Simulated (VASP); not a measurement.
Write the native input for VASP 6.6.1 that does the following.

```
Task                   : single point
Functional             : PBE
Potentials or basis    : VASP PAW PBE potentials, release 64 (W_sv, O)
Cutoff                 : 520 eV
k mesh                 : 8 × 8 × 8
Occupations            : gaussian, width 0.1 eV
Spin                   : no spin polarisation
Dipole correction      : no
Further INCAR settings : ALGO = Normal; EDIFF = 1e-07; NBANDS = 54
```

The structure of W6O lies in POSCAR:

```
W6O
1.0
    0.0000000000      3.8721025050      3.8721025050
    3.8721025050      0.0000000000      3.8721025050
    3.8721025050      3.8721025050      0.0000000000
W O
6 1
Direct
    0.5000000000      0.5000000000      0.0000000000
    0.5000000000      0.0000000000      0.5000000000
    0.0000000000      0.0000000000      0.5000000000
    0.0000000000      0.5000000000      0.0000000000
    0.0000000000      0.5000000000      0.5000000000
    0.5000000000      0.0000000000      0.0000000000
    0.0000000000      0.0000000000      0.0000000000
```

These files were run (other wordings do the same):

INCAR

```
SYSTEM = W6O
  PREC = Accurate
  ENCUT = 520
  EDIFF = 1E-7
  ISMEAR = 0
  SIGMA = 0.1
  LREAL = .False.
  LASPH = .True.
  NELM = 100
  ALGO = Normal
  ISIF = 2
  LWAVE = .False.
  LCHARG = .True.
  GGA = PE
  LELF = .True.
  LVHAR = .True.
  NBANDS = 54
```

KPOINTS

```
Automatic mesh
0
Gamma
  8 8 8
  0 0 0
```

Potentials or basis: VASP PAW PBE potentials, release 64 (W_sv, O).

Run with:

```sh
$ cat potpaw_PBE.64/W_sv/POTCAR potpaw_PBE.64/O/POTCAR > POTCAR
$ mpirun -np 1 vasp_std > vasp.out
```

It gave:

```json
{"Pressure": "0.5 GPa", "Band gap on the k mesh": "zero (band 45 reaches 10.27 eV, above the bottom of band 46 at 8.62 eV)"}
```

Caveat: spin-orbit coupling is left out, which moves the levels of the heavy elements.

Run time: 4.5 min on 1 thread of Intel(R) Xeon(R) Platinum 8259CL CPU @ 2.50GHz (Skylake/Cascade Lake), on a shared host, peak memory 0.32 GiB.
